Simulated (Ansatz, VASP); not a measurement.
**SiCl3: VASP beside Ansatz**

```
CELL_PARAMETERS angstrom
3.26477 5.65475 0.00000
-3.26477 5.65475 0.00000
0.00000 -3.76983 6.97072
ATOMIC_POSITIONS crystal
Si 0.20961 0.20961 0.62884
Si 0.79039 0.79039 0.37116
Cl 0.44170 0.02881 0.25672
Cl 0.78621 0.44170 0.25672
Cl 0.02881 0.78621 0.25672
Cl 0.55830 0.97119 0.74328
Cl 0.21379 0.55830 0.74328
Cl 0.97119 0.21379 0.74328
```

Alike in both runs: functional PBE; k mesh 4 × 4 × 4; no spin polarisation.

Ansatz relaxed the structure, and its values are those at the end. VASP's run is a single point on that final structure, the one shown.

|  | VASP | Ansatz |
| --- | --- | --- |
| version | VASP 6.6.1 | Ansatz 0.2.0 |
| potentials or method | VASP PAW PBE potentials, release 64 (Si, Cl), cutoff 520 eV | PAW plane waves |
| occupations | methfessel-paxton of order 1, width 0.0271 eV | cold, width 0.0271 eV |
| valence electrons in the cell | 50 | 50 |

|  | VASP | Ansatz | Ansatz less VASP |
| --- | --- | --- | --- |
| gap on the k mesh at the Fermi level (eV) | none | none | - |
| pressure (GPa) | -0.2 | 0.0 | +0.16 |
| rms of the force components (eV/Å) | 0.024 | 0.003 | -0.0208 |

A gap of «none» marks a metal or a gap that the smearing closes. Ansatz's warnings: smearing energy in gap.
